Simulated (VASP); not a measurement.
# TaN (P6/mmm) in VASP: a series of runs, part 2 of 2

VASP 6.6.1. The steps go on from the part before.

## Step 3: Electric field gradients, LDA

The input, INCAR:

```
SYSTEM = TaN
PREC = Accurate ; ENCUT = 520
EDIFF = 1E-8 ; ISMEAR = -1
SIGMA = 0.03 ; LREAL = .FALSE.
LASPH = .TRUE. ; NELM = 120
ALGO = Normal ; ISIF = 2
LWAVE = .FALSE. ; LCHARG = .FALSE.
GGA = CA ; LEFG = .TRUE.
NBANDS = 36 ; GGA_COMPAT = .FALSE.
```

The input, KPOINTS:

```
regular mesh
0
G
  5 5 8
  0 0 0
```

The input, POSCAR:

```
TaN
1.0
    5.1849992558      0.0000000000      0.0000000000
   -2.5924996279      4.4903410741      0.0000000000
    0.0000000000      0.0000000000      2.9080000000
Ta N
3 3
Direct
    0.0000000000      0.0000000000      0.0000000000
    0.3333333333      0.6666666667      0.5000000000
    0.6666666667      0.3333333333      0.5000000000
    0.5000000000      0.0000000000      0.0000000000
    0.5000000000      0.5000000000      0.0000000000
    0.0000000000      0.5000000000      0.0000000000
```

Potentials or basis: VASP PAW LDA potentials, release 64 (Ta_sv_GW, N).

The run is started by

```bash
cat potpaw_LDA.64/Ta_sv_GW/POTCAR potpaw_LDA.64/N/POTCAR > POTCAR
mpirun -np 1 vasp_std > vasp.out
```

OUTCAR:

```text
SYSTEM = TaN
   PREC = Accurate
   ENCUT = 520
   EDIFF = 1E-8
   ISMEAR = -1
   LREAL = .FALSE.
   LASPH = .TRUE.
   NELM = 120
   ISIF = 2
   GGA = CA

 ion  position               nearest neighbor table
   1  0.000  0.000  0.000-
   2  0.333  0.667  0.500-   4 2.09   4 2.09   6 2.09   6 2.09   5 2.09   5 2.09   3 2.99   3 2.99
                             3 2.99
   3  0.667  0.333  0.500-   4 2.09   4 2.09   6 2.09   6 2.09   5 2.09   5 2.09   2 2.99   2 2.99
                             2 2.99
   4  0.500  0.000  0.000-   2 2.09   3 2.09   2 2.09   3 2.09
   5  0.500  0.500  0.000-   2 2.09   3 2.09   2 2.09   3 2.09
   6  0.000  0.500  0.000-   2 2.09   3 2.09   2 2.09   3 2.09

  LATTYP: Found a hexagonal cell.
 ALAT       =     5.1849992558
 C/A-ratio  =     0.5608486822

  Lattice vectors:

 A1 = (   5.1849992558,   0.0000000000,   0.0000000000)
 A2 = (  -2.5924996279,   4.4903410741,   0.0000000000)
 A3 = (   0.0000000000,   0.0000000000,   2.9080000000)

Analysis of symmetry for initial positions (statically):
=====================================================================
 Subroutine PRICEL returns:
 Original cell was already a primitive cell.

 Routine SETGRP: Setting up the symmetry group for a
 hexagonal supercell.

 Subroutine GETGRP returns: Found 24 space group operations
 (whereof 24 operations were pure point group operations)
 out of a pool of 24 trial point group operations.

The static configuration has the point symmetry D_6h.

Analysis of symmetry for dynamics (positions and initial velocities):
=====================================================================
 Subroutine PRICEL returns:
 Original cell was already a primitive cell.

 Routine SETGRP: Setting up the symmetry group for a
 hexagonal supercell.

 Subroutine GETGRP returns: Found 24 space group operations
 (whereof 24 operations were pure point group operations)
 out of a pool of 24 trial point group operations.

The dynamic configuration has the point symmetry D_6h.

 Subroutine INISYM returns: Found 24 space group operations
 (whereof 24 operations are pure point group operations),
 and found     1 'primitive' translations

----------------------------------------------------------------------------------------

                                     Primitive cell

  volume of cell :      67.7053

  direct lattice vectors                    reciprocal lattice vectors
     5.184999256  0.000000000  0.000000000     0.192864059  0.111350116  0.000000000
    -2.592499628  4.490341074  0.000000000     0.000000000  0.222700232  0.000000000
     0.000000000  0.000000000  2.908000000     0.000000000  0.000000000  0.343878955

  length of vectors
     5.184999256  5.184999256  2.908000000     0.222700232  0.222700232  0.343878955

  position of ions in fractional coordinates (direct lattice)
     0.000000000  0.000000000  0.000000000
[... 101 lines left out ...]
   EFERMI_NEDOS =   21; number of points for ismear=-14 and -15
   IALGO  =     38    algorithm
   IMIX   =      4    mixing-type and parameters
     AMIX     =   0.40;   BMIX     =  1.00
     AMIX_MAG =   1.60;   BMIX_MAG =  1.00
  volume/ion in A,a.u.               =      11.28        76.15
  Fermi-wavevector in a.u.,A,eV,Ry     =   1.518210  2.869002 31.360920  2.304963
  Thomas-Fermi vector in A             =   2.627362
   LORBIT       =      0    0 simple, 1 ext, 2 COOP (PROOUT), +10 PAW based schemes
   GGA     = CA    functional components
   LHFCALC =     F    Hartree Fock is set to
   AEXX    =    0.0000 exact exchange contribution
   IVDW    =     0    specifies the selected vdW correction
   LEPSILON=     F    determine dielectric tensor
   LRPA    =     F    only Hartree local field effects (RPA)
 non-spin polarized calculation
  energy-cutoff  :      520.00
  volume of cell :       67.71
 maximum number of plane-waves:      1858
 NGX is ok and might be reduce to    40
   NGX = 19   NGY = 19   NGZ = 11

 number of electron      54.0000002 magnetization

 Free energy of the ion-electron system (eV)
  ---------------------------------------------------
  ext. energy  EPLUGINS =         0.00000000
  ---------------------------------------------------
  free energy    TOTEN  =       -78.89453383 eV

  energy without entropy =      -78.88996690  energy(sigma->0) =      -78.89225036

 E-fermi :  11.9383     XC(G=0): -13.6639

 val. band max:       11.9332967052   @ k =   0.0000   0.0000   0.3750
 cond. band min:      11.9632338472   @ k =   0.2000   0.0000   0.2500
 fundamental gap:      0.0299371420
 Fermi energy:        11.9383378877

 k-point     1 :       0.0000    0.0000    0.0000
  band No.  band energies     occupation
      1     -56.9371      2.00000
      2     -56.8871      2.00000
      3     -56.6011      2.00000
      4     -24.0552      2.00000
      5     -24.0552      2.00000
      6     -23.6595      2.00000
[... 925 lines left out ...]
     35      15.8518      0.00000
     36      17.2893      0.00000

 [... further k-points ...]
[... 5 lines left out ...]
  --------------------------------------------------------------------------------------
  -------------------------------------------------------------------------------------
  Total       -1.4172825     -1.4172825     -2.2754202      0.0000000     -0.0000000      0.0000000
  in kB      -33.5385718    -33.5385718    -53.8455423      0.0000000     -0.0000000      0.0000000
  external PRESSURE =     -40.3075620 kB  Pullay stress =       0.0000000 kB

 VOLUME and BASIS-vectors are now :
 -----------------------------------------------------------------------------
  energy-cutoff  :      520.00
  volume of cell :       67.71
      direct lattice vectors                 reciprocal lattice vectors
     5.184999256  0.000000000  0.000000000     0.192864059  0.111350116  0.000000000
    -2.592499628  4.490341074  0.000000000     0.000000000  0.222700232  0.000000000
     0.000000000  0.000000000  2.908000000     0.000000000  0.000000000  0.343878955

 POSITION                                       TOTAL-FORCE (eV/Angst)
 -----------------------------------------------------------------------------------
      0.00000      0.00000      0.00000         0.000000      0.000000      0.000000
     -0.00000      2.99356      1.45400         0.000000      0.000000      0.000000
      2.59250      1.49678      1.45400        -0.000000      0.000000      0.000000
      2.59250      0.00000      0.00000         0.000000      0.000000      0.000000
      1.29625      2.24517      0.00000         0.000000      0.000000      0.000000
     -1.29625      2.24517      0.00000         0.000000      0.000000      0.000000
 -----------------------------------------------------------------------------------
    total drift:                               -0.000000      0.000000      0.000000

  FREE ENERGIE OF THE ION-ELECTRON SYSTEM (eV)
  ---------------------------------------------------
  free  energy   TOTEN  =       -78.8945338329 eV

  energy  without entropy=      -78.8899668960  energy(sigma->0) =      -78.89225036

 Electric field gradients (V/A^2)
---------------------------------------------------------------------
 ion       V_xx      V_yy      V_zz      V_xy      V_xz      V_yz
---------------------------------------------------------------------
   1     205.569   205.568  -411.137    -0.000    -0.000    -0.000
   2     194.668   194.667  -389.335    -0.000     0.000    -0.000
   3     194.668   194.667  -389.335    -0.000     0.000    -0.000
   4      33.444   -28.775    -4.669     0.001     0.000     0.000
   5     -13.221    17.890    -4.669    26.943     0.000    -0.000
   6     -13.221    17.891    -4.669   -26.941    -0.000    -0.000
---------------------------------------------------------------------

 Electric field gradients after diagonalization (V/A^2)
 (convention: |V_zz| > |V_xx| > |V_yy|)
----------------------------------------------------------------------
 ion       V_xx      V_yy      V_zz     asymmetry (V_yy - V_xx)/ V_zz
----------------------------------------------------------------------
   1     205.569   205.568  -411.137       0.000
   2     194.668   194.667  -389.335       0.000
   3     194.668   194.667  -389.335       0.000
   4     -28.775    -4.669    33.444       0.721
   5     -28.776    -4.669    33.445       0.721
   6     -28.775    -4.669    33.444       0.721
----------------------------------------------------------------------

           NMR quadrupolar parameters

 Cq : quadrupolar parameter    Cq=e*Q*V_zz/h
 eta: asymmetry parameters     (V_yy - V_xx)/ V_zz
 Q  : nuclear electric quadrupole moment in mb (millibarn)
----------------------------------------------------------------------
 ion       Cq(MHz)       eta       Q (mb)
----------------------------------------------------------------------
   1      -0.994       0.000       1.000
   2      -0.941       0.000       1.000
   3      -0.941       0.000       1.000
   4       0.081       0.721       1.000
   5       0.081       0.721       1.000
   6       0.081       0.721       1.000
----------------------------------------------------------------------
```

Wall time 57 s (1 thread of Intel Xeon 6975P-C (Granite Rapids), shared host); peak memory 0.18 GiB.

What came out:

```yaml
Free_energy: -78.8945 eV
Pressure: -4.0 GPa
Band_gap_on_the_k_mesh: zero (band 27 reaches 12.77 eV, above the bottom of band 28 at 10.63 eV)
```

Electric field gradients, principal values (V/Å²):
| atom | least | middle | greatest (by size) |
| --- | --- | --- | --- |
| 1 Ta | 205.568 | 205.569 | -411.137 |
| 2 Ta | 194.667 | 194.668 | -389.335 |
| 3 Ta | 194.667 | 194.668 | -389.335 |
| 4 N | -4.669 | -28.775 | 33.444 |
| 5 N | -4.669 | -28.776 | 33.445 |
| 6 N | -4.669 | -28.775 | 33.444 |

Caveat: without QUAD_EFG the Cq values of the log hold for a quadrupole moment of 1 mb, not for the nuclei; spin-orbit coupling is left out, which moves the levels of the heavy elements.
